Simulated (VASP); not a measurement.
# Cu (I4/mmm) in VASP: further runs, part 3 of 3

VASP 6.6.1. Earlier steps stand in the parts before.

## Step 6: Single point, PBEsol (strain -0.050 along x and y, -0.050 along z)

Input file INCAR:

```
PREC     = Accurate       # precision mode
ENCUT    = 520            # plane-wave cutoff, eV
EDIFF    = 1E-7           # SCF threshold, eV
ISMEAR   = 0              # smearing method
SIGMA    = 0.15           # smearing width, eV
LREAL    = F              # projectors in reciprocal space
LASPH    = T              # aspherical terms in the spheres
NELM     = 100            # most SCF steps
ALGO     = Normal         # electronic algorithm
ISIF     = 2              # what is computed and relaxed
LWAVE    = F              # write WAVECAR
LCHARG   = F              # write CHGCAR
GGA      = PS             # functional
NBANDS   = 12             # bands
```

Input file KPOINTS:

```
Automatic mesh
0
Gamma
  24 24 24
```

Input file POSCAR:

```
Cu
1.0
   -1.3706536540      1.3706536540      1.3072773775
    1.3706536540     -1.3706536540      1.3072773775
    1.3706536540      1.3706536540     -1.3072773775
Cu
1
Direct
    0.0000000000      0.0000000000      0.0000000000
```

Potentials or basis: VASP PAW PBE potentials, release 64 (Cu).

On the command line:

```sh
> cat potpaw_PBE.64/Cu/POTCAR > POTCAR
> mpirun -np 1 vasp_std > vasp.out
```

OUTCAR:

```text
PREC = Accurate
   ENCUT = 520
   EDIFF = 1E-7
   ISMEAR = 0
   LREAL = F
   LASPH = T
   NELM = 100
   ISIF = 2
   GGA = PS

 ion  position               nearest neighbor table
   1  0.000  0.000  0.000-

  LATTYP: Found a body centered tetragonal cell.
 ALAT       =     2.7413073080
 C/A-ratio  =     0.9537620052

  Lattice vectors:

 A1 = (  -1.3706536540,   1.3706536540,   1.3072773775)
 A2 = (   1.3706536540,  -1.3706536540,   1.3072773775)
 A3 = (   1.3706536540,   1.3706536540,  -1.3072773775)

Analysis of symmetry for initial positions (statically):
=====================================================================
 Subroutine PRICEL returns:
 Original cell was already a primitive cell.

 Routine SETGRP: Setting up the symmetry group for a
 body centered tetragonal supercell.

 Subroutine GETGRP returns: Found 16 space group operations
 (whereof 16 operations were pure point group operations)
 out of a pool of 16 trial point group operations.

The static configuration has the point symmetry D_4h.

[... 167 lines left out ...]
  band No.  band energies     occupation
      1      -0.9731      2.00000
      2       5.9962      2.00000
      3       6.2444      2.00000
      4       6.2444      2.00000
      5       7.3433      2.00000
      6       7.6092      2.00000
      7      36.2622      0.00000
      8      36.2622      0.00000
      9      37.5789      0.00000
     10      41.3300      0.00000
     11      42.1337      0.00000
     12      42.3554      0.00000
[... 331 lines left out ...]
 k-point    24 :       0.4583    0.0417    0.0000
  band No.  band energies     occupation
      1       3.7255      2.00000
      2       5.1172      2.00000
      3       7.4207      2.00000
      4       7.6731      2.00000
      5       8.2056      2.00000
      6       9.2678      2.00000
      7      15.6842      0.00000
      8      28.0349      0.00000
      9      29.1150      0.00000
     10      33.7379      0.00000
     11      37.6219      0.00000
     12      46.3672      0.00000

 [... further k-points ...]

------------------------ aborting loop because EDIFF is reached ----------------------------------------

  FORCE on cell =-STRESS in cart. coord.  units (eV):
  Direction    XX          YY          ZZ          XY          YZ          ZX
  --------------------------------------------------------------------------------------
  -------------------------------------------------------------------------------------
  Total        2.1512090      2.1512090      2.1848861      0.0000000      0.0000000      0.0000000
  in kB      350.8407142    350.8407142    356.3331250      0.0000000      0.0000000      0.0000000
  external PRESSURE =     352.6715178 kB  Pullay stress =       0.0000000 kB

 VOLUME and BASIS-vectors are now :
 -----------------------------------------------------------------------------
  energy-cutoff  :      520.00
  volume of cell :        9.82
      direct lattice vectors                 reciprocal lattice vectors
    -1.370653654  1.370653654  1.307277377     0.000000000  0.364789455  0.382474300
     1.370653654 -1.370653654  1.307277377     0.364789455  0.000000000  0.382474300
     1.370653654  1.370653654 -1.307277377     0.364789455  0.364789455  0.000000000

 POSITION                                       TOTAL-FORCE (eV/Angst)
 -----------------------------------------------------------------------------------
      0.00000      0.00000      0.00000         0.000000     -0.000000     -0.000000
 -----------------------------------------------------------------------------------
    total drift:                                0.000000      0.000000      0.000000

  FREE ENERGIE OF THE ION-ELECTRON SYSTEM (eV)
  ---------------------------------------------------
  free  energy   TOTEN  =        -4.1202992736 eV

  energy  without entropy=       -4.1167785225  energy(sigma->0) =       -4.11853890
```

OSZICAR:

```text
N       E                     dE             d eps       ncg     rms          rms(c)
DAV:   1     0.404940968218E+02    0.40494E+02   -0.53968E+03 29200   0.162E+03
DAV:   2    -0.399077522197E+01   -0.44485E+02   -0.41181E+02 26428   0.210E+02
DAV:   3    -0.522394612655E+01   -0.12332E+01   -0.12266E+01 29340   0.390E+01
DAV:   4    -0.523070349764E+01   -0.67574E-02   -0.67564E-02 28664   0.255E+00
DAV:   5    -0.523075820473E+01   -0.54707E-04   -0.54706E-04 29396   0.230E-01    0.834E+00
DAV:   6    -0.439665318402E+01    0.83411E+00   -0.12981E+01 29604   0.729E+01    0.293E+00
DAV:   7    -0.414247558053E+01    0.25418E+00   -0.16241E+00 29984   0.254E+01    0.807E-01
DAV:   8    -0.412071707320E+01    0.21759E-01   -0.14684E-02 35676   0.137E+00    0.137E-01
DAV:   9    -0.412028688626E+01    0.43019E-03   -0.15796E-03 38112   0.658E-01    0.180E-02
DAV:  10    -0.412029984343E+01   -0.12957E-04   -0.16872E-05 31148   0.601E-02    0.445E-03
DAV:  11    -0.412029933624E+01    0.50719E-06   -0.31258E-07 30836   0.114E-02    0.601E-04
DAV:  12    -0.412029927358E+01    0.62663E-07   -0.16253E-08 15672   0.194E-03
   1 F= -.41202993E+01 E0= -.41185389E+01  d E =-.352075E-02
```

stdout:

```text
POSCAR found type information on POSCAR Cu
 POSCAR found :  1 types and       1 ions
 scaLAPACK will be used
 -----------------------------------------------------------------------------
|                                                                             |
|                                                                             |
|     You enforced a specific xc type in the INCAR file but a different       |
|     I HOPE YOU KNOW WHAT YOU ARE DOING!                                     |
|                                                                             |
 -----------------------------------------------------------------------------

 LDA part: xc-table for (Slater+PW92), standard interpolation
 POSCAR, INCAR and KPOINTS ok, starting setup
 FFT: planning ... GRIDC
 FFT: planning ... GRID_SOFT
 FFT: planning ... GRID
 WAVECAR not read
 entering main loop
```

Wall time 93 s (1 thread of Intel Xeon 8259CL, shared host); peak memory 0.23 GiB.

What came out:

```
Free energy            : -4.1203 eV
Pressure               : 35.3 GPa
Band gap on the k mesh : zero (an odd number of electrons rules out a gap without spin polarisation)
```

Levels at points of the mesh, in eV from the Fermi level:
```tsv
k point	band 3	band 4	band 5	band 6	band 7	band 8	band 9	band 10
(0.00, 0.00, 0.00)	-3.71	-3.71	-2.61	-2.35	26.31	26.31	27.62	31.38
(0.50, 0.00, 0.00)	-2.49	-2.21	-1.48	-1.01	5.59	18.55	19.40	23.29
(0.50, 0.50, 0.00)	-2.69	-2.38	-1.52	-1.44	5.02	19.83	21.02	24.54
(0.50, 0.50, 0.50)	-1.74	-1.74	-1.67	8.32	8.32	10.37	14.52	15.37
```

Caveat: the cell differs from its parent crystal (strain -0.050 along x and y, -0.050 along z); the cell stands under pressure; the PAW data sets were made with another functional, which shifts forces and pressure a little.

## Step 7: Overview

```csv
cell,gap on the mesh (eV),pressure (GPa)
"a = 2.504 Å, angles 107.6, 107.6, 113.3°, 1 atom",none,-7.5
"a = 2.523 Å, angles 108.2, 108.2, 112.0°, 1 atom",none,-10.4
"a = 2.542 Å, angles 108.8, 108.8, 110.7°, 1 atom",none,-12.9
"a = 2.584 Å, angles 108.2, 108.2, 112.0°, 1 atom",none,-16.7
"a = 2.338 Å, angles 108.2, 108.2, 112.0°, 1 atom",none,35.3
```

Alike in all rows: task single point; level PBEsol; potentials or basis VASP PAW PBE potentials, release 64 (Cu); no spin polarisation; k mesh 24 × 24 × 24; cutoff (eV) 520; smearing gaussian 0.15 eV.

Caveats: the PAW data sets were made with another functional, which shifts forces and pressure a little; the cell stands under tension (at least some runs); the cell stands under pressure (at least some runs).

Total energies depend on the potentials used, so only differences within one code and one set of settings carry meaning.
